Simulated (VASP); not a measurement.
# Al16CN14 (a cell with a defect) (C_N-V_N) in VASP: a series of runs

Al16CN14 (a cell with a defect) (C_N-V_N) is run at these levels: PBE; tasks: single point.

Program: VASP 6.6.1. These are calculated values, not measurements. Logs are shortened: lines on timing, memory, paths and dates and some standing lists are left out, and cuts for length are marked.

### Step 1. The cell of the first run

The cell holds a defect, 31 atoms: a = 6.260 Å, b = 6.260 Å, c = 10.035 Å, α = 90.00°, β = 90.00°, γ = 120.00°.

### Step 2. Single point, PBE

The input, INCAR:

```
SYSTEM = Al16CN14
PREC = Accurate
ENCUT = 520
EDIFF = 1E-6
ISMEAR = 0
SIGMA = 0.01
LREAL = Auto
LASPH = .True.
NELM = 100
ALGO = Normal
ISIF = 2
LWAVE = .False.
LCHARG = .True.
GGA = PE
LELF = .True.
LVHAR = .True.
NBANDS = 82
```

The input, KPOINTS:

```
Automatic mesh
0
Gamma
  1 1 1
  0.25 0.25 0.25
```

The input, POSCAR:

```
Al16CN14
1.0
    6.2595139086      0.0000000608      0.0000000000
   -3.1297570086      5.4208980308      0.0000000000
    0.0000000000      0.0000000000     10.0348065900
Al N C
16 14 1
Direct
    0.3339674061      0.1678640109      0.2510587090
    0.1673614852      0.3320299040      0.4984633879
    0.3350094581      0.1664299310      0.7501119856
    0.1646076886      0.3332134260      1.0000225244
    0.3340815802      0.6667783438      0.2524118753
    0.1685124249      0.8337302911      0.5009036442
    0.3352362889      0.6664515469      0.7495591444
    0.1682836422      0.8341755447      0.9970553314
    0.8286391518      0.1669241400      0.2531155581
    0.6709870400      0.3360005832      0.5004308731
    0.8350440678      0.1667643884      0.7492875278
    0.6663605309      0.3320543937      0.9987604200
    0.8117300881      0.6556740712      0.2518907754
    0.6709309855      0.8347341365      0.5003641149
    0.8362858941      0.6668634041      0.7462350093
    0.6676547400      0.8357485426      0.9972232576
    0.3350286468      0.1668714723      0.4380420464
    0.1631478262      0.3314633462      0.1898664633
    0.3307448785      0.1679026449      0.9422321182
    0.1703136685      0.3322047304      0.6898553047
    0.3347371625      0.6696228101      0.4394726233
    0.3322862212      0.6674441831      0.9410883838
    0.1734522823      0.8341743812      0.6933943640
    0.8324132659      0.1675554606      0.4407606884
    0.6605436818      0.3285379209      0.1866546753
    0.8335502957      0.1691779039      0.9393146515
    0.6676723304      0.3298524414      0.6931180900
    0.6642720219      0.8356773346      0.1854344359
    0.8336298059      0.6677568244      0.9419053587
    0.6685150820      0.8326544337      0.6931049275
    0.8383336878      0.6703341194      0.4384794207
```

Potentials or basis: VASP PAW PBE potentials, release 64 (Al, N, C).

Started as:

```
$ cat potpaw_PBE.64/Al/POTCAR potpaw_PBE.64/N/POTCAR potpaw_PBE.64/C/POTCAR > POTCAR
$ mpirun -np 1 vasp_std > vasp.out
```

OUTCAR:

```text
SYSTEM = Al16CN14
   PREC = Accurate
   ENCUT = 520
   EDIFF = 1E-6
   ISMEAR = 0
   LREAL = Auto
   LASPH = .True.
   NELM = 100
   ISIF = 2
   GGA = PE

 ion  position               nearest neighbor table
   1  0.334  0.168  0.251-  17 1.88  25 1.88  18 1.91  13 3.02   2 3.06   6 3.09  10 3.10   9 3.10
                             4 3.10  12 3.11   5 3.12   8 3.13   5 3.14   9 3.16  13 3.24
   2  0.167  0.332  0.498-  17 1.90  24 1.91  20 1.92  21 1.92   1 3.06   5 3.06   9 3.07  11 3.10
                             7 3.10   3 3.10  14 3.11  10 3.12   6 3.12   6 3.14  10 3.14  14 3.15
   3  0.335  0.166  0.750-  23 1.89  20 1.89  27 1.89  19 1.93   8 3.06  12 3.07   6 3.08  10 3.10
                             4 3.10   2 3.10  15 3.12  11 3.13   7 3.13   7 3.13  11 3.13  15 3.14
   4  0.165  0.333  0.000-  19 1.89  26 1.90  18 1.91  22 1.91  11 3.09   7 3.10   3 3.10   1 3.10
                             5 3.11  16 3.11  12 3.12   8 3.12   9 3.13   8 3.14  12 3.14  16 3.15
   5  0.334  0.667  0.252-  21 1.88  28 1.91  18 1.92  13 3.03   2 3.06   6 3.08  14 3.09   4 3.11
                             9 3.11   1 3.12  16 3.13   8 3.14   1 3.14   9 3.15  13 3.24
   6  0.169  0.834  0.501-  21 1.89  31 1.90  17 1.91  23 1.93  15 3.05   5 3.08   7 3.08   3 3.08
                             1 3.09  10 3.11  14 3.12   2 3.12   2 3.14  14 3.14  10 3.14  13 3.16
   7  0.335  0.666  0.750-  23 1.87  30 1.89  20 1.91  22 1.92  16 3.07   8 3.08   6 3.08  14 3.09
                             4 3.10   2 3.10  15 3.12   3 3.13  11 3.13  11 3.13   3 3.13  15 3.14
   8  0.168  0.834  0.997-  22 1.88  19 1.89  29 1.90   3 3.06   7 3.08  15 3.09  12 3.12  16 3.12
                             4 3.12   1 3.13   5 3.14   4 3.14  16 3.14  12 3.14  13 3.21
   9  0.829  0.167  0.253-  24 1.88  25 1.91  28 1.92  18 1.92  10 3.05  14 3.07   2 3.07   1 3.10
[... 16 lines left out ...]
  18  0.163  0.331  0.190-   4 1.91   1 1.91   9 1.92   5 1.92
  19  0.331  0.168  0.942-   4 1.89   8 1.89  12 1.91   3 1.93
  20  0.170  0.332  0.690-   3 1.89   7 1.91  11 1.91   2 1.92
  21  0.335  0.670  0.439-   5 1.88   6 1.89  14 1.92   2 1.92
  22  0.332  0.667  0.941-   8 1.88  16 1.90   4 1.91   7 1.92
  23  0.173  0.834  0.693-   7 1.87   3 1.89  15 1.90   6 1.93
  24  0.832  0.168  0.441-   9 1.88  10 1.89  14 1.90   2 1.91
  25  0.661  0.329  0.187-   1 1.88  12 1.89  13 1.89   9 1.91
  26  0.834  0.169  0.939-  12 1.89   4 1.90  16 1.90  11 1.91
  27  0.668  0.330  0.693-  11 1.88   3 1.89  15 1.90  10 1.93
  28  0.664  0.836  0.185-  16 1.89  13 1.90   5 1.91   9 1.92
  29  0.834  0.668  0.942-  16 1.89   8 1.90  12 1.91  15 1.96
  30  0.669  0.833  0.693-  15 1.89   7 1.89  11 1.90  14 1.93
  31  0.838  0.670  0.438-  13 1.88   6 1.90  14 1.90  10 1.92

  LATTYP: Found a hexagonal cell.
 ALAT       =     6.2595139086
 C/A-ratio  =     1.6031287312

  Lattice vectors:

 A1 = (   6.2595139086,   0.0000000608,   0.0000000000)
 A2 = (  -3.1297570086,   5.4208980308,   0.0000000000)
 A3 = (   0.0000000000,   0.0000000000,  10.0348065900)

Analysis of symmetry for initial positions (statically):
=====================================================================
 Subroutine PRICEL returns:
 Original cell was already a primitive cell.

 Routine SETGRP: Setting up the symmetry group for a
 hexagonal supercell.

 Subroutine GETGRP returns: Found  1 space group operations
 (whereof  1 operations were pure point group operations)
 out of a pool of 24 trial point group operations.

The static configuration has the point symmetry C_1 .

Analysis of symmetry for dynamics (positions and initial velocities):
=====================================================================
 Subroutine PRICEL returns:
 Original cell was already a primitive cell.

 Routine SETGRP: Setting up the symmetry group for a
 hexagonal supercell.

 Subroutine GETGRP returns: Found  1 space group operations
 (whereof  1 operations were pure point group operations)
 out of a pool of 24 trial point group operations.

The dynamic configuration has the point symmetry C_1 .

 Subroutine INISYM returns: Found  1 space group operations
 (whereof  1 operations are pure point group operations),
 and found     1 'primitive' translations

----------------------------------------------------------------------------------------

                                     Primitive cell

  volume of cell :     340.5029

  direct lattice vectors                    reciprocal lattice vectors
     6.259513909  0.000000061  0.000000000     0.159756813  0.092235641  0.000000000
    -3.129757009  5.420898031  0.000000000    -0.000000002  0.184471279  0.000000000
     0.000000000  0.000000000 10.034806590     0.000000000  0.000000000  0.099653141

  length of vectors
     6.259513909  6.259513910 10.034806590     0.184471279  0.184471279  0.099653141

  position of ions in fractional coordinates (direct lattice)
     0.333967406  0.167864011  0.251058709
     0.167361485  0.332029904  0.498463388
     0.335009458  0.166429931  0.750111986
     0.164607689  0.333213426  0.000022524
     0.334081580  0.666778344  0.252411875
     0.168512425  0.833730291  0.500903644
[... 23 lines left out ...]
     0.668515082  0.832654434  0.693104928
     0.838333688  0.670334119  0.438479421

  ion indices of the primitive-cell ions
   primitive index   ion index
                 1           1
                 2           2
                 3           3
                 4           4
                 5           5
                 6           6
[... 23 lines left out ...]
                30          30
                31          31

----------------------------------------------------------------------------------------

 KPOINTS: Automatic mesh

Automatic generation of k-mesh.
 Grid dimensions read from file:
 generate k-points for:    1    1    1

 Generating k-lattice:

  Cartesian coordinates                     Fractional coordinates (reciprocal lattice)
     0.159756813  0.092235641  0.000000000     1.000000000  0.000000000  0.000000000
    -0.000000002  0.184471279  0.000000000    -0.000000000  1.000000000  0.000000000
     0.000000000  0.000000000  0.099653141     0.000000000  0.000000000  1.000000000

  Length of vectors
     0.184471279  0.184471279  0.099653141

  Shift w.r.t. Gamma in fractional coordinates (k-lattice)
     0.250000000  0.250000000  0.250000000

 Subroutine IBZKPT returns following result:
 ===========================================

 Found      6 irreducible k-points:

 Following reciprocal coordinates:
            Coordinates               Weight
  0.250000  0.250000  0.250000      2.000000
 -0.250000  0.500000  0.250000      2.000000
  0.500000  0.250000  0.250000      2.000000
 -0.250000 -0.250000  0.250000      2.000000
  0.250000  0.500000  0.250000      2.000000
  0.500000 -0.250000  0.250000      2.000000
   k-points           NKPTS =      6   k-points in BZ     NKDIM =      6   number of bands    NBANDS=     82
   number of dos      NEDOS =    301   number of ions     NIONS =     31
   total plane-waves  NPLWV = 184320
   dimension x,y,z NGX =    48 NGY =   48 NGZ =   80
   dimension x,y,z NGXF=    96 NGYF=   96 NGZF=  160
   ions per type =              16  14   1
   NGX,Y,Z   is equivalent  to a cutoff of  12.75, 12.75, 13.25 a.u.
   NGXF,Y,Z  is equivalent  to a cutoff of  25.50, 25.50, 26.51 a.u.
 SYSTEM =  Al16CN14
   PREC   = accura    normal or accurate (medium, high low for compatibility)
   ISTART =      0    job   : 0-new  1-cont  2-samecut
   ICHARG =      2    charge: 1-file 2-atom 10-const
   ISPIN  =      1    spin polarized calculation?
   LNONCOLLINEAR =      F non collinear calculations
   LSORBIT =      F    spin-orbit coupling
   LASPH  =      T    aspherical Exc in radial PAW
   ENCUT  =  520.0 eV  38.22 Ry    6.18 a.u.  11.64 11.64 18.66*2*pi/ulx,y,z
   NELM   =    100;   NELMIN=  2; NELMDL= -5     # of ELM steps
   EDIFF  = 0.1E-05   stopping-criterion for ELM
   LREAL  =      T    real-space projection
   EDIFFG = 0.1E-04   stopping-criterion for IOM
   NSW    =      0    number of steps for IOM
   IBRION =     -1    ionic relax: 0-MD 1-quasi-New 2-CG
   NFREE  =      0    steps in history (QN), initial steepest desc. (CG)
   ISIF   =      2    stress and relaxation
   ISYM   =      2    0-nonsym 1-usesym 2-fastsym
   POTIM  = 0.5000    time-step for ionic-motion
   TEBEG  =    0.0;   TEEND  =   0.0 temperature during run
   PSTRESS=    0.0 pullay stress
   NELECT =     122.0000    total number of electrons
   NUPDOWN=      -1.0000    fix difference up-down
   EMIN   =  10.00;   EMAX   =-10.00  energy-range for DOS
   EFERMI =   0.00;   METHOD = LEGACY
   ISMEAR =     0;   SIGMA  =   0.01  broadening in eV -4-tet -1-fermi 0-gaus
   EFERMI_NEDOS =   21; number of points for ismear=-14 and -15
   IALGO  =     38    algorithm
   IMIX   =      4    mixing-type and parameters
     AMIX     =   0.40;   BMIX     =  1.00
     AMIX_MAG =   1.60;   BMIX_MAG =  1.00
  volume/ion in A,a.u.               =      10.98        74.12
  Fermi-wavevector in a.u.,A,eV,Ry     =   1.162754  2.197286 18.395032  1.351997
  Thomas-Fermi vector in A             =   2.299311
   LORBIT       =      0    0 simple, 1 ext, 2 COOP (PROOUT), +10 PAW based schemes
   GGA     = PE    functional components
   LHFCALC =     F    Hartree Fock is set to
   AEXX    =    0.0000 exact exchange contribution
   IVDW    =     0    specifies the selected vdW correction
   LEPSILON=     F    determine dielectric tensor
   LRPA    =     F    only Hartree local field effects (RPA)
 non-spin polarized calculation
 Gauss-broadening in eV      SIGMA  =   0.01
  energy-cutoff  :      520.00
  volume of cell :      340.50
 maximum number of plane-waves:      9148
 NGX is ok and might be reduce to    48
   NGX = 23   NGY = 23   NGZ = 37

 number of electron     121.9999998 magnetization

 Free energy of the ion-electron system (eV)
  ---------------------------------------------------
  ext. energy  EPLUGINS =         0.00000000
  ---------------------------------------------------
  free energy    TOTEN  =      -225.43425270 eV

  energy without entropy =     -225.43425270  energy(sigma->0) =     -225.43425270

 E-fermi :   6.5866     XC(G=0): -10.7474

 val. band max:        6.5337431334   @ k =  -0.2500   0.5000   0.2500
 cond. band min:       9.1903850019   @ k =   0.2500   0.5000   0.2500
 fundamental gap:      2.6566418686
 Fermi energy:         6.5865870140

 k-point     1 :       0.2500    0.2500    0.2500
  band No.  band energies     occupation
      1      -8.7134      2.00000
      2      -8.2465      2.00000
      3      -8.1477      2.00000
      4      -8.0128      2.00000
      5      -7.7533      2.00000
      6      -7.6731      2.00000
[... 445 lines left out ...]
     72      12.6507      0.00000
     73      12.7357      0.00000
 [bands above 73 left out]

------------------------ aborting loop because EDIFF is reached ----------------------------------------

  FORCE on cell =-STRESS in cart. coord.  units (eV):
  Direction    XX          YY          ZZ          XY          YZ          ZX
  --------------------------------------------------------------------------------------
  -------------------------------------------------------------------------------------
  Total        2.3929620      0.0641699      5.4692977     -0.6231888      0.3637936      0.4678499
  in kB       11.2596667      0.3019402     25.7348291     -2.9323066      1.7117673      2.2013862
  external PRESSURE =      12.4321453 kB  Pullay stress =       0.0000000 kB

 VOLUME and BASIS-vectors are now :
 -----------------------------------------------------------------------------
  energy-cutoff  :      520.00
  volume of cell :      340.50
      direct lattice vectors                 reciprocal lattice vectors
     6.259513909  0.000000061  0.000000000     0.159756813  0.092235641  0.000000000
    -3.129757009  5.420898031  0.000000000    -0.000000002  0.184471279  0.000000000
     0.000000000  0.000000000 10.034806590     0.000000000  0.000000000  0.099653141

 POSITION                                       TOTAL-FORCE (eV/Angst)
 -----------------------------------------------------------------------------------
      1.56510      0.90997      2.51933        -0.213443     -0.051329      0.070106
      0.00843      1.79990      5.00198        -0.150958      0.079875     -0.004660
      1.57611      0.90220      7.52723         0.107776     -0.063368      0.016953
     -0.01251      1.80632      0.00023        -0.117675      0.076505      0.064864
      0.00433      3.61454      2.53290         0.089470     -0.057372     -0.128587
     -1.55457      4.51957      5.02647        -0.105509      0.085888      0.007958
[... 23 lines left out ...]
      1.57857      4.51373      6.95517        -0.218865      0.121928      0.016078
      3.14958      3.63381      4.40006         0.120767     -0.113888      0.026983
 -----------------------------------------------------------------------------------
    total drift:                                0.002261     -0.008611      0.015931

  FREE ENERGIE OF THE ION-ELECTRON SYSTEM (eV)
  ---------------------------------------------------
  free  energy   TOTEN  =      -225.4342527032 eV

  energy  without entropy=     -225.4342527032  energy(sigma->0) =     -225.43425270
```

Wall time 4.1 min (1 thread of Intel Xeon Platinum 8488C (Sapphire Rapids), shared host); peak memory 0.47 GiB.

Results:

```yaml
Free_energy: -225.4343 eV
Pressure: 1.2 GPa
Largest_force: 0.271 eV/Å
Band_gap_on_the_k_mesh: 2.66 eV
```

Forces on the atoms (eV/Å):
```
Al  -0.213 -0.051  0.070
Al  -0.151  0.080 -0.005
Al   0.108 -0.063  0.017
Al  -0.118  0.077  0.065
Al   0.089 -0.057 -0.129
Al  -0.106  0.086  0.008
Al   0.123 -0.060 -0.008
Al  -0.145  0.028 -0.014
Al   0.235 -0.133  0.018
Al  -0.123  0.059  0.012
Al   0.122 -0.077  0.008
Al  -0.098  0.082 -0.126
Al  -0.023  0.167  0.064
Al  -0.094  0.060  0.025
Al   0.126 -0.070  0.008
Al  -0.091  0.059  0.060
N    0.162 -0.112  0.078
N   -0.026  0.149  0.086
N    0.179 -0.057 -0.033
N   -0.175  0.100 -0.007
N    0.146 -0.064 -0.058
N    0.134 -0.160  0.080
N   -0.179  0.102 -0.020
N    0.160 -0.068 -0.014
N    0.137 -0.014 -0.186
N    0.151 -0.091  0.001
N   -0.185  0.106 -0.025
N   -0.205 -0.034  0.042
N    0.158 -0.048 -0.061
N   -0.219  0.122  0.016
C    0.121 -0.114  0.027
```

Stress tensor (GPa, compression positive):
```
 1.13 -0.29  0.22
-0.29  0.03  0.17
 0.22  0.17  2.57
```

Caveat: the k points lie up to 1.16 Å⁻¹ apart.

(Part 1 of 2 ends here.)
